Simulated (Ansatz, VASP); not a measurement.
Fe: VASP beside Ansatz

File INCAR:

```
  PREC = Accurate
  ENCUT = 600
  EDIFF = 1E-6
  ISMEAR = 0
  SIGMA = 0.15
  LREAL = False
  LASPH = True
  NELM = 200
  ALGO = Normal
  ISIF = 2
  LWAVE = False
  LCHARG = True
  ISPIN = 2
  MAGMOM = 2.44
  LORBIT = 11
  LMAXMIX = 4
  GGA = PE
  LELF = True
  LVHAR = True
  NBANDS = 18
  GGA_COMPAT = False
```

Contents of KPOINTS:

```
regular mesh
0
Gamma
  10 10 10
```

The input POSCAR:

```
Fe
1.0
   -1.5195513979      1.4157750842      1.4157750842
    1.5195513979     -1.4157750842      1.4157750842
    1.5195513979      1.4157750842     -1.4157750842
Fe
1
Direct
    0.0000000000      0.0000000000      0.0000000000
```

Input for Ansatz:

```yaml
crystal:
  lattice:
    - [-1.5195513979, 1.4157750842, 1.4157750842]
    - [1.5195513979, -1.4157750842, 1.4157750842]
    - [1.5195513979, 1.4157750842, -1.4157750842]
  atoms:
    - { symbol: Fe, position: [0.0, 0.0, 0.0], spin: 2.44 }
basis:
  ecutwfc: 520.0
kpoints:
  mp_grid: { grid: [10, 10, 10] }
hamiltonian:
  xc: pbe
scf:
  occupations: { method: gaussian, width: 0.15 }
output:
  forces: true
  stress: true
  eigenvalues: true
  populations: true
magnetization:
  spin_polarized: true
```

Change from the starting cell: normal strain along x +0.0733, normal strain along z +0.0000.

Alike in both runs: task single point; functional PBE; k mesh 10 × 10 × 10; occupations gaussian, width 0.15 eV; collinear spin.

|  | VASP | Ansatz |
| --- | --- | --- |
| version | VASP 6.6.1 | Ansatz 0.2.0 |
| potentials or method | VASP PAW PBE potentials, release 64 (Fe_sv), cutoff 600 eV | scalar-relativistic, plane waves, PAW |
| valence electrons in the cell | 16 | 16 |

VASP gave:

| Property | Result |
| --- | --- |
| gap on the k mesh at the Fermi level (eV) | none |
| pressure (GPa) | -14.6 |
| traceless stress, the component that is largest in VASP (GPa) | -3.42 |
| net moment per atom (μB) | 2.27 |
| size of the moment on the site where the two differ most (μB) | 2.29 |

Problem. What did Ansatz give for the same quantities?

Solution. gap on the k mesh at the Fermi level (eV): none; pressure (GPa): -11.3; traceless stress, the component that is largest in VASP (GPa): -3.41; net moment per atom (μB): 2.27; size of the moment on the site where the two differ most (μB): 2.33.

Site moments also hang on the region over which each program counts them. A gap of «none» marks a metal or a gap that the smearing closes.
